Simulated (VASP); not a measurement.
## ZnS: single point with PBE

The system is ZnS.

```
CELL_PARAMETERS angstrom
4.15313 0.00000 0.00000
-2.07657 3.59672 0.00000
0.00000 0.00000 6.80976
ATOMIC_POSITIONS crystal
Zn 0.33333 0.66667 0.00522
Zn 0.66667 0.33333 0.50522
S 0.33333 0.66667 0.37978
S 0.66667 0.33333 0.87978
```

This cell differs from its parent crystal: strain +0.080 along x and y, +0.080 along z.

```
Program                : VASP 6.6.1
Task                   : single point
Functional             : PBE
Potentials or basis    : VASP PAW PBE potentials, release 64 (Zn, S)
Cutoff                 : 520 eV
k mesh                 : 12 × 12 × 4
Occupations            : gaussian, width 0.05 eV
Spin                   : no spin polarisation
Dipole correction      : no
Further INCAR settings : ALGO = Normal; EDIFF = 1e-06; NBANDS = 26
```

| Property | Result |
| --- | --- |
| Pressure | -9.5 GPa |
| Largest force | 0.030 eV/Å |
| Band gap on the k mesh | 1.12 eV |

Forces in eV/Å, atoms in the order of the input:
```
Zn   0.000  0.000 -0.030
Zn   0.000  0.000 -0.030
S    0.000  0.000  0.030
S    0.000  0.000  0.030
```

Stress tensor (GPa, compression positive):
```
-9.45  0.00  0.00
 0.00 -9.45  0.00
 0.00  0.00 -9.58
```

Levels at points of the mesh, in eV from the valence-band top:
```
           k point  band 15  band 16  band 17  band 18  band 19  band 20  band 21  band 22
(0.00, 0.00, 0.00)    -0.58    -0.05     0.00     0.00     1.12     2.59     6.34     6.34
(0.50, 0.00, 0.00)    -2.20    -1.45    -1.06    -0.57     3.46     3.63     5.23     6.34
(0.00, 0.00, 0.50)    -0.30    -0.30    -0.30    -0.30     2.71     2.71     6.25     6.25
(0.50, 0.00, 0.50)    -1.09    -1.09    -1.04    -1.04     3.26     3.26     5.25     5.25
```

Run time: 110 s on 1 thread of AMD EPYC 7R13 Processor (Zen 3), with other jobs on the host, peak memory 0.26 GiB.

Caveat: the cell differs from its parent crystal (strain +0.080 along x and y, +0.080 along z); the cell stands under tension. A k mesh can miss the band edges.
